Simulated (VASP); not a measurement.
# TiB2 (P6/mmm) in VASP: a series of runs, part 2 of 2

VASP 6.6.1. The steps go on from the part before.

## 3. Single point, PBE

This run uses another cell than the first one, of 8.21 Å³/atom, 1.043 times its volume.

File INCAR:

```
PREC = Accurate
ENCUT = 520
EDIFF = 1E-6
ISMEAR = -1
SIGMA = 0.15
LREAL = False
LASPH = True
NELM = 100
ALGO = Normal
ISIF = 2
LWAVE = False
LCHARG = False
GGA = PE
NBANDS = 16
```

File KPOINTS:

```
Automatic mesh
0
Gamma
  11 11 9
```

File POSCAR:

```
TiB2
1.0
    2.9882598462      0.0000000000      0.0000000000
   -1.4941299231      2.5879089368      0.0000000000
    0.0000000000      0.0000000000      3.1847676243
Ti B
1 2
Direct
    0.0000000000      0.0000000000      0.0000000000
    0.3333333333      0.6666666667      0.5000000000
    0.6666666667      0.3333333333      0.5000000000
```

Potentials or basis: VASP PAW PBE potentials, release 64 (Ti_sv, B).

The run is started by

```console
$ cat potpaw_PBE.64/Ti_sv/POTCAR potpaw_PBE.64/B/POTCAR > POTCAR
$ mpirun -np 1 vasp_std > vasp.out
```

OUTCAR:

```text
PREC = Accurate
   ENCUT = 520
   EDIFF = 1E-6
   ISMEAR = -1
   LREAL = False
   LASPH = True
   NELM = 100
   ISIF = 2
   GGA = PE

 ion  position               nearest neighbor table
   1  0.000  0.000  0.000-   2 2.35   2 2.35   3 2.35   3 2.35   2 2.35   3 2.35   2 2.35   3 2.35
                             3 2.35   3 2.35   2 2.35   2 2.35
   2  0.333  0.667  0.500-   3 1.73   3 1.73   3 1.73   1 2.35   1 2.35   1 2.35   1 2.35   1 2.35
                             1 2.35
   3  0.667  0.333  0.500-   2 1.73   2 1.73   2 1.73   1 2.35   1 2.35   1 2.35   1 2.35   1 2.35
                             1 2.35

  LATTYP: Found a hexagonal cell.
 ALAT       =     2.9882598462
 C/A-ratio  =     1.0657599366

  Lattice vectors:

 A1 = (   2.9882598462,   0.0000000000,   0.0000000000)
 A2 = (  -1.4941299231,   2.5879089368,   0.0000000000)
 A3 = (   0.0000000000,   0.0000000000,   3.1847676243)

Analysis of symmetry for initial positions (statically):
=====================================================================
 Subroutine PRICEL returns:
 Original cell was already a primitive cell.

 Routine SETGRP: Setting up the symmetry group for a
 hexagonal supercell.
[... 172 lines left out ...]
 cond. band min:      10.4443922365   @ k =   0.0909   0.0000   0.3333
 fundamental gap:      0.0366399640
 Fermi energy:        10.4216396506

 k-point     1 :       0.0000    0.0000    0.0000
  band No.  band energies     occupation
      1     -46.4041      2.00000
      2     -22.7650      2.00000
      3     -22.4217      2.00000
      4     -22.4217      2.00000
      5      -3.2810      2.00000
      6       7.7631      2.00000
[... 433 lines left out ...]
      3     -22.6345      2.00000
      4     -22.4782      2.00000
      5      -2.0338      2.00000
      6       5.4549      2.00000
[... 8 lines left out ...]
     15      18.6828      0.00000
     16      19.8286      0.00000

 [... further k-points ...]

------------------------ aborting loop because EDIFF is reached ----------------------------------------

  FORCE on cell =-STRESS in cart. coord.  units (eV):
  Direction    XX          YY          ZZ          XY          YZ          ZX
  --------------------------------------------------------------------------------------
  -------------------------------------------------------------------------------------
  Total        2.0083397      2.0083397      1.4742507      0.0000000      0.0000000      0.0000000
  in kB      130.6479687    130.6479684     95.9040205      0.0000000      0.0000000      0.0000000
  external PRESSURE =     119.0666525 kB  Pullay stress =       0.0000000 kB

 VOLUME and BASIS-vectors are now :
 -----------------------------------------------------------------------------
  energy-cutoff  :      520.00
  volume of cell :       24.63
      direct lattice vectors                 reciprocal lattice vectors
     2.988259846  0.000000000  0.000000000     0.334642920  0.193206180  0.000000000
    -1.494129923  2.587908937  0.000000000     0.000000000  0.386412360  0.000000000
     0.000000000  0.000000000  3.184767624     0.000000000  0.000000000  0.313994651

 POSITION                                       TOTAL-FORCE (eV/Angst)
 -----------------------------------------------------------------------------------
      0.00000      0.00000      0.00000        -0.000000      0.000000      0.000000
     -0.00000      1.72527      1.59238         0.000000      0.000000      0.000000
      1.49413      0.86264      1.59238        -0.000000     -0.000000      0.000000
 -----------------------------------------------------------------------------------
    total drift:                               -0.000000      0.000000      0.000000

  FREE ENERGIE OF THE ION-ELECTRON SYSTEM (eV)
  ---------------------------------------------------
  free  energy   TOTEN  =       -24.4040855824 eV

  energy  without entropy=      -24.3750821100  energy(sigma->0) =      -24.38958385
```

stdout:

```text
POSCAR found type information on POSCAR TiB
 POSCAR found :  2 types and       3 ions
 scaLAPACK will be used
 LDA part: xc-table for (Slater+PW92), standard interpolation
 POSCAR, INCAR and KPOINTS ok, starting setup
 FFT: planning ... GRIDC
 FFT: planning ... GRID_SOFT
 FFT: planning ... GRID
 WAVECAR not read
 entering main loop
```

Run time: 14 s. Hardware: 1 thread of Intel Xeon Platinum 8488C (Sapphire Rapids), shared host; peak memory 0.15 GiB.

What came out:

```yaml
Free_energy: -24.4041 eV
Pressure: 11.9 GPa
Band_gap_on_the_k_mesh: zero (band 9 reaches 10.65 eV, above the bottom of band 10 at 10.18 eV)
```

Stress tensor (GPa, compression positive):
```
13.06  0.00  0.00
 0.00 13.06  0.00
 0.00  0.00  9.59
```

## 4. Single point, PBE

This run uses another cell than the first one, of 8.55 Å³/atom, 1.087 times its volume.

File INCAR:

```
ALGO = Normal ; EDIFF = 1E-7
ENCUT = 520 ; GGA = PE
ISIF = 2 ; ISMEAR = -1
LASPH = T ; LCHARG = F
LREAL = F ; LWAVE = F
NBANDS = 16 ; NELM = 60
PREC = Accurate ; SIGMA = 0.15
```

File KPOINTS:

```
k-points
0
Gamma
  11 11 9
```

File POSCAR:

```
TiB2
1.0
    3.0292000000      0.0000000000      0.0000000000
   -1.5146000000      2.6233641500      0.0000000000
    0.0000000000      0.0000000000      3.2284000000
Ti B
1 2
Direct
    0.0000000000      0.0000000000      0.0000000000
    0.3333333333      0.6666666667      0.5000000000
    0.6666666667      0.3333333333      0.5000000000
```

The run is started by

```console
$ cat potpaw_PBE.64/Ti_sv/POTCAR potpaw_PBE.64/B/POTCAR > POTCAR
$ mpirun -np 1 vasp_std > vasp.out
```

It took 15 s on 1 thread of Intel Xeon Platinum 8488C (Sapphire Rapids), shared host; peak memory 0.16 GiB.

The run converged. Its results:

```
Free energy            : -24.4432 eV
Pressure               : 0.5 GPa
Band gap on the k mesh : zero (band 9 reaches 10.19 eV, above the bottom of band 10 at 9.74 eV)
```

Stress tensor (GPa, compression positive):
```
 0.89  0.00  0.00
 0.00  0.89  0.00
 0.00  0.00 -0.16
```

Levels at points of the mesh, in eV from the Fermi level:
| k point | band 6 | band 7 | band 8 | band 9 | band 10 | band 11 | band 12 | band 13 |
| --- | --- | --- | --- | --- | --- | --- | --- | --- |
| (0.00, 0.00, 0.00) | -2.57 | -2.57 | -2.30 | -2.08 | 1.92 | 1.92 | 3.68 | 3.68 |

## 5. Overview

| cell | gap on the mesh (eV) | pressure (GPa) |
| --- | --- | --- |
| a = 2.946, b = 2.946, c = 3.140 Å, angles 90.0, 90.0, 120.0°, 3 atoms | none | 25.6 |
| a = 2.988, b = 2.988, c = 3.185 Å, angles 90.0, 90.0, 120.0°, 3 atoms | none | 11.9 |
| a = 3.029, b = 3.029, c = 3.228 Å, angles 90.0, 90.0, 120.0°, 3 atoms | none | 0.5 |

Alike in all rows: task single point; level PBE; potentials or basis VASP PAW PBE potentials, release 64 (Ti_sv, B); no spin polarisation; k mesh 11 × 11 × 9; cutoff (eV) 520; smearing fermi-dirac 0.15 eV.

Total energies depend on the potentials used, so only differences within one code and one set of settings carry meaning.
